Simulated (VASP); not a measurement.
# K (Im-3m) in VASP: notebook

K is run at these levels: LDA; tasks: single point.

Program: VASP 6.6.1. These are calculated values, not measurements. Logs are shortened: lines on timing, memory, paths and dates and some standing lists are left out, and cuts for length are marked.

## (1) The cell of the first run

Symmetry: Im-3m, No. 229, cubic system. The conventional cell has a = 5.048 Å, b = 5.048 Å, c = 5.048 Å, α = 90.00°, β = 90.00°, γ = 90.00°. K (site symmetry m-3m) has 14 K at 4.37 to 5.05 Å within 5.7 Å.

## (2) Single point, LDA

INCAR

```
ALGO = Normal ; EDIFF = 1E-6
ENCUT = 520 ; ISIF = 2
ISMEAR = -1 ; LASPH = True
LCHARG = False ; LREAL = False
LWAVE = False ; NBANDS = 10
NELM = 80 ; PREC = Accurate
SIGMA = 0.1
```

KPOINTS

```
k-points
0
Gamma
  7 7 7
```

POSCAR

```
K
1.0
   -2.5241928768      2.5241928768      2.5241928768
    2.5241928768     -2.5241928768      2.5241928768
    2.5241928768      2.5241928768     -2.5241928768
K
1
Direct
    0.0000000000      0.0000000000      0.0000000000
```

Potentials or basis: VASP PAW LDA potentials, release 64 (K_sv).

Run with:

```
cat potpaw_LDA.64/K_sv/POTCAR > POTCAR
mpirun -np 1 vasp_std > vasp.out
```

OUTCAR:

```text
EDIFF = 1E-6
   ENCUT = 520
   ISIF = 2
   ISMEAR = -1
   LASPH = True
   LREAL = False
   NELM = 80
   PREC = Accurate

 ion  position               nearest neighbor table
   1  0.000  0.000  0.000-

  LATTYP: Found a body centered cubic cell.
 ALAT       =     5.0483857536

  Lattice vectors:

 A1 = (  -2.5241928768,   2.5241928768,   2.5241928768)
 A2 = (   2.5241928768,  -2.5241928768,   2.5241928768)
 A3 = (   2.5241928768,   2.5241928768,  -2.5241928768)

Analysis of symmetry for initial positions (statically):
=====================================================================
 Subroutine PRICEL returns:
 Original cell was already a primitive cell.

 Routine SETGRP: Setting up the symmetry group for a
 body centered cubic supercell.

 Subroutine GETGRP returns: Found 48 space group operations
 (whereof 48 operations were pure point group operations)
 out of a pool of 48 trial point group operations.

The static configuration has the point symmetry O_h .

Analysis of symmetry for dynamics (positions and initial velocities):
=====================================================================
 Subroutine PRICEL returns:
 Original cell was already a primitive cell.

 Routine SETGRP: Setting up the symmetry group for a
 body centered cubic supercell.

 Subroutine GETGRP returns: Found 48 space group operations
 (whereof 48 operations were pure point group operations)
 out of a pool of 48 trial point group operations.

The dynamic configuration has the point symmetry O_h .

 Subroutine INISYM returns: Found 48 space group operations
 (whereof 48 operations are pure point group operations),
 and found     1 'primitive' translations

----------------------------------------------------------------------------------------

                                     Primitive cell

  volume of cell :      64.3321

  direct lattice vectors                    reciprocal lattice vectors
    -2.524192877  2.524192877  2.524192877     0.000000000  0.198083120  0.198083120
     2.524192877 -2.524192877  2.524192877     0.198083120  0.000000000  0.198083120
     2.524192877  2.524192877 -2.524192877     0.198083120  0.198083120  0.000000000

  length of vectors
     4.372030311  4.372030311  4.372030311     0.280131834  0.280131834  0.280131834

  position of ions in fractional coordinates (direct lattice)
     0.000000000  0.000000000  0.000000000

  ion indices of the primitive-cell ions
   primitive index   ion index
                 1           1

----------------------------------------------------------------------------------------

 KPOINTS: k-points

Automatic generation of k-mesh.
 Grid dimensions read from file:
 generate k-points for:    7    7    7

 Generating k-lattice:

  Cartesian coordinates                     Fractional coordinates (reciprocal lattice)
     0.000000000  0.028297589  0.028297589     0.142857143  0.000000000  0.000000000
     0.028297589  0.000000000  0.028297589     0.000000000  0.142857143  0.000000000
     0.028297589  0.028297589  0.000000000     0.000000000  0.000000000  0.142857143

  Length of vectors
     0.040018833  0.040018833  0.040018833

  Shift w.r.t. Gamma in fractional coordinates (k-lattice)
     0.000000000  0.000000000  0.000000000

 Subroutine IBZKPT returns following result:
 ===========================================

 Found     20 irreducible k-points:

 Following reciprocal coordinates:
            Coordinates               Weight
  0.000000  0.000000  0.000000      1.000000
  0.142857  0.000000  0.000000     12.000000
  0.285714  0.000000  0.000000     12.000000
  0.428571  0.000000  0.000000     12.000000
  0.142857  0.142857  0.000000     24.000000
  0.285714  0.142857  0.000000     48.000000
[... 12 lines left out ...]
 -0.428571 -0.428571  0.285714      8.000000
 -0.428571  0.428571  0.428571      6.000000
   k-points           NKPTS =     20   k-points in BZ     NKDIM =     20   number of bands    NBANDS=     10
   number of dos      NEDOS =    301   number of ions     NIONS =      1
   total plane-waves  NPLWV =  46656
   dimension x,y,z NGX =    36 NGY =   36 NGZ =   36
   dimension x,y,z NGXF=    72 NGYF=   72 NGZF=   72
   ions per type =               1
   NGX,Y,Z   is equivalent  to a cutoff of  13.69, 13.69, 13.69 a.u.
   NGXF,Y,Z  is equivalent  to a cutoff of  27.38, 27.38, 27.38 a.u.
 SYSTEM =  unknown system
   PREC   = accura    normal or accurate (medium, high low for compatibility)
   ISTART =      0    job   : 0-new  1-cont  2-samecut
   ICHARG =      2    charge: 1-file 2-atom 10-const
   ISPIN  =      1    spin polarized calculation?
   LNONCOLLINEAR =      F non collinear calculations
   LSORBIT =      F    spin-orbit coupling
   LASPH  =      T    aspherical Exc in radial PAW
   ENCUT  =  520.0 eV  38.22 Ry    6.18 a.u.   8.13  8.13  8.13*2*pi/ulx,y,z
   NELM   =     80;   NELMIN=  2; NELMDL= -5     # of ELM steps
   EDIFF  = 0.1E-05   stopping-criterion for ELM
   LREAL  =      F    real-space projection
   EDIFFG = 0.1E-04   stopping-criterion for IOM
   NSW    =      0    number of steps for IOM
   IBRION =     -1    ionic relax: 0-MD 1-quasi-New 2-CG
   NFREE  =      0    steps in history (QN), initial steepest desc. (CG)
   ISIF   =      2    stress and relaxation
   ISYM   =      2    0-nonsym 1-usesym 2-fastsym
   POTIM  = 0.5000    time-step for ionic-motion
   TEBEG  =    0.0;   TEEND  =   0.0 temperature during run
   PSTRESS=    0.0 pullay stress
   NELECT =       9.0000    total number of electrons
   NUPDOWN=      -1.0000    fix difference up-down
   EMIN   =  10.00;   EMAX   =-10.00  energy-range for DOS
   EFERMI =   0.00;   METHOD = LEGACY
   ISMEAR =    -1;   SIGMA  =   0.10  broadening in eV -4-tet -1-fermi 0-gaus
   EFERMI_NEDOS =   21; number of points for ismear=-14 and -15
   IALGO  =     38    algorithm
   IMIX   =      4    mixing-type and parameters
     AMIX     =   0.40;   BMIX     =  1.00
     AMIX_MAG =   1.60;   BMIX_MAG =  1.00
  volume/ion in A,a.u.               =      64.33       434.13
  Fermi-wavevector in a.u.,A,eV,Ry     =   0.849858  1.605999  9.826930  0.722259
  Thomas-Fermi vector in A             =   1.965745
   LORBIT       =      0    0 simple, 1 ext, 2 COOP (PROOUT), +10 PAW based schemes
   GGA     = CA    functional components
   LHFCALC =     F    Hartree Fock is set to
   AEXX    =    0.0000 exact exchange contribution
   IVDW    =     0    specifies the selected vdW correction
   LEPSILON=     F    determine dielectric tensor
   LRPA    =     F    only Hartree local field effects (RPA)
 non-spin polarized calculation
  energy-cutoff  :      520.00
  volume of cell :       64.33
 maximum number of plane-waves:      1748
 NGX is ok and might be reduce to    36
   NGX = 17   NGY = 17   NGZ = 17

 number of electron       9.0000001 magnetization

 Free energy of the ion-electron system (eV)
  ---------------------------------------------------
  ext. energy  EPLUGINS =         0.00000000
  ---------------------------------------------------
  free energy    TOTEN  =        -1.17956598 eV

  energy without entropy =       -1.15567829  energy(sigma->0) =       -1.16762213

 E-fermi :  -0.0086     XC(G=0):  -6.2251

 val. band max:       -0.0834011208   @ k =  -0.2857   0.4286   0.1429
 cond. band min:       0.1223328468   @ k =  -0.4286   0.4286   0.1429
 fundamental gap:      0.2057339676
 Fermi energy:        -0.0085968452

 k-point     1 :       0.0000    0.0000    0.0000
  band No.  band energies     occupation
      1     -31.7488      2.00000
      2     -15.4158      2.00000
      3     -15.4158      2.00000
      4     -15.4158      2.00000
      5      -2.3681      2.00000
      6       4.2733      0.00000
      7       4.2733      0.00000
      8       4.2733      0.00000
      9       5.3007      0.00000
     10       5.3007      0.00000

 k-point     2 :       0.1429    0.0000    0.0000
  band No.  band energies     occupation
      1     -31.7472      2.00000
      2     -15.4375      2.00000
      3     -15.4228      2.00000
      4     -15.4159      2.00000
      5      -2.0851      2.00000
      6       3.8548      0.00000
      7       3.9748      0.00000
      8       4.5123      0.00000
      9       5.0399      0.00000
     10       5.2643      0.00000

 k-point     3 :       0.2857    0.0000    0.0000
  band No.  band energies     occupation
      1     -31.7437      2.00000
      2     -15.4854      2.00000
      3     -15.4385      2.00000
      4     -15.4159      2.00000
      5      -1.2835      1.99999
      6       2.6475      0.00000
      7       3.4657      0.00000
      8       5.1381      0.00000
      9       5.2074      0.00000
     10       5.3322      0.00000

 k-point     4 :       0.4286    0.0000    0.0000
  band No.  band energies     occupation
      1     -31.7409      2.00000
      2     -15.5230      2.00000
      3     -15.4511      2.00000
      4     -15.4160      2.00000
      5      -0.1121      1.47585
      6       1.3162      0.00000
      7       3.1469      0.00000
      8       5.0563      0.00000
      9       5.6791      0.00000
     10       6.2907      0.00000
[... 170 lines left out ...]
 k-point    18 :      -0.4286    0.4286    0.2857
  band No.  band energies     occupation
      1     -31.7369      2.00000
      2     -15.5045      2.00000
      3     -15.4772      2.00000
      4     -15.4657      2.00000
      5       0.7075      0.00155
      6       1.7493      0.00000
      7       3.3135      0.00000
      8       3.5370      0.00000
      9       4.6106      0.00000
     10       6.1872      0.00000

 k-point    19 :      -0.4286   -0.4286    0.2857
  band No.  band energies     occupation
      1     -31.7358      2.00000
      2     -15.4974      2.00000
      3     -15.4974      2.00000
      4     -15.4691      2.00000
      5       1.4396      0.00000
      6       1.4396      0.00000
      7       2.6916      0.00000
      8       4.2527      0.00000
      9       4.2527      0.00000
     10       6.1346      0.00000

 k-point    20 :      -0.4286    0.4286    0.4286
  band No.  band energies     occupation
      1     -31.7347      2.00000
      2     -15.4953      2.00000
      3     -15.4916      2.00000
      4     -15.4916      2.00000
      5       1.3356      0.00000
      6       1.6913      0.00000
      7       3.7265      0.00000
      8       3.7547      0.00000
      9       3.7547      0.00000
     10       6.3590      0.00000

------------------------ aborting loop because EDIFF is reached ----------------------------------------

  FORCE on cell =-STRESS in cart. coord.  units (eV):
  Direction    XX          YY          ZZ          XY          YZ          ZX
  --------------------------------------------------------------------------------------
  -------------------------------------------------------------------------------------
  Total       -0.0118661     -0.0118661     -0.0118661      0.0000000      0.0000000     -0.0000000
  in kB       -0.2955233     -0.2955233     -0.2955233      0.0000000      0.0000000     -0.0000000
  external PRESSURE =      -0.2955233 kB  Pullay stress =       0.0000000 kB

 VOLUME and BASIS-vectors are now :
 -----------------------------------------------------------------------------
  energy-cutoff  :      520.00
  volume of cell :       64.33
      direct lattice vectors                 reciprocal lattice vectors
    -2.524192877  2.524192877  2.524192877     0.000000000  0.198083120  0.198083120
     2.524192877 -2.524192877  2.524192877     0.198083120  0.000000000  0.198083120
     2.524192877  2.524192877 -2.524192877     0.198083120  0.198083120  0.000000000

 POSITION                                       TOTAL-FORCE (eV/Angst)
 -----------------------------------------------------------------------------------
      0.00000      0.00000      0.00000        -0.000000     -0.000000     -0.000000
 -----------------------------------------------------------------------------------
    total drift:                               -0.000000     -0.000000      0.000000

  FREE ENERGIE OF THE ION-ELECTRON SYSTEM (eV)
  ---------------------------------------------------
  free  energy   TOTEN  =        -1.1795659756 eV

  energy  without entropy=       -1.1556782924  energy(sigma->0) =       -1.16762213
```

It took 36 s on 1 thread of AMD EPYC 7R13, shared host; peak memory 0.13 GiB.

What came out:

- Free energy: -1.1796 eV
- Pressure: 0.0 GPa

## (3) Single point, LDA

INCAR

```
SYSTEM = K
ALGO     = Normal         ! electronic algorithm
EDIFF    = 1E-6           ! SCF threshold, eV
ENCUT    = 520            ! plane-wave cutoff, eV
ISIF     = 2              ! what is computed and relaxed
ISMEAR   = -1             ! smearing method
LASPH    = .True.         ! aspherical terms in the spheres
LCHARG   = .False.        ! write CHGCAR
LREAL    = .False.        ! projectors in reciprocal space
LWAVE    = .False.        ! write WAVECAR
NBANDS   = 10             ! bands
NELM     = 100            ! most SCF steps
PREC     = Accurate       ! precision mode
SIGMA    = 0.1            ! smearing width, eV
```

KPOINTS

```
k-points
0
Gamma
  9 9 9
  0 0 0
```

POSCAR is that of step 2.

Potentials or basis: VASP PAW LDA potentials, release 64 (K_sv).

Run with:

```
cat potpaw_LDA.64/K_sv/POTCAR > POTCAR
mpirun -np 1 vasp_std > vasp.out
```

Run time: 51 s. Hardware: 1 thread of AMD EPYC 7R13, shared host; peak memory 0.14 GiB.

The run converged. Its results:

```
Free energy : -1.1789 eV
Pressure    : 0.0 GPa
```

Levels at points of the mesh, in eV from the Fermi level:
```
           k point  band 1  band 2  band 3  band 4  band 5  band 6  band 7  band 8
(0.00, 0.00, 0.00)  -31.75  -15.42  -15.42  -15.42   -2.37    4.27    4.27    4.27
```

[end of part 1 of 2]
